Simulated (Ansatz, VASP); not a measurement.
## BaTiO3: VASP beside Ansatz

Contents of INCAR:

```
SYSTEM = BaTiO3
PREC = Accurate
ENCUT = 520
EDIFF = 1E-6
ISMEAR = 0
SIGMA = 0.02
LREAL = .False.
LASPH = .True.
NELM = 60
ALGO = Normal
ISIF = 2
LWAVE = .False.
LCHARG = .False.
GGA = PS
NBANDS = 28
```

The input KPOINTS:

```
regular mesh
0
Gamma
  8 8 8
  0 0 0
```

POSCAR

```
BaTiO3
1.0
    3.9698693310      0.0000000000      0.0000000000
    0.0000000000      3.9698693310      0.0000000000
    0.0000000000      0.0000000000      4.0889654109
Ba Ti O
1 1 3
Direct
    0.5000000000      0.5000000000      0.5000000000
    0.0000000000      0.0000000000      0.0000000000
    0.5000000000      0.0000000000      0.0000000000
    0.0000000000      0.5000000000      0.0000000000
    0.0000000000      0.0000000000      0.5000000000
```

Input for Ansatz:

```yaml
crystal:
  lattice:
    - [3.969869331, 0.0, 0.0]
    - [0.0, 3.969869331, 0.0]
    - [0.0, 0.0, 4.0889654109]
  atoms:
    - { symbol: Ba, position: [0.5, 0.5, 0.5] }
    - { symbol: Ti, position: [0.0, 0.0, 0.0] }
    - { symbol: O, position: [0.5, 0.0, 0.0] }
    - { symbol: O, position: [0.0, 0.5, 0.0] }
    - { symbol: O, position: [0.0, 0.0, 0.5] }
basis:
  ecutwfc: 420
kpoints:
  mp_grid: { grid: [8, 8, 8] }
hamiltonian:
  xc: pbesol
scf:
  occupations: { method: gaussian, width: 0.02 }
output:
  forces: true
  stress: true
  eigenvalues: true
```

Change from the starting cell: strain along c alone, the other axes held, atoms relaxed: +3.0 %.

Alike in both runs: task single point; functional PBEsol; k mesh 8 × 8 × 8; occupations gaussian, width 0.02 eV; no spin polarisation.

|  | VASP | Ansatz |
| --- | --- | --- |
| version | VASP 6.6.1 | Ansatz 0.2.0 |
| potentials or method | VASP PAW PBE potentials, release 64 (Ba_sv, Ti_sv, O), cutoff 520 eV | scalar-relativistic, plane waves, PAW |
| valence electrons in the cell | 40 | 40 |

```csv
,VASP,Ansatz,Ansatz less VASP
gap on the k mesh at the Fermi level (eV),1.63,1.69,+0.062
least direct gap on the mesh (eV),1.81,1.84,+0.030
pressure (GPa),-3.0,-4.8,-1.81
"traceless stress, the component that is largest in VASP (GPa)",-3.55,-3.43,+0.120
```

VASP's potentials were made for PBE, not for PBEsol.

Spin-orbit coupling is off throughout.
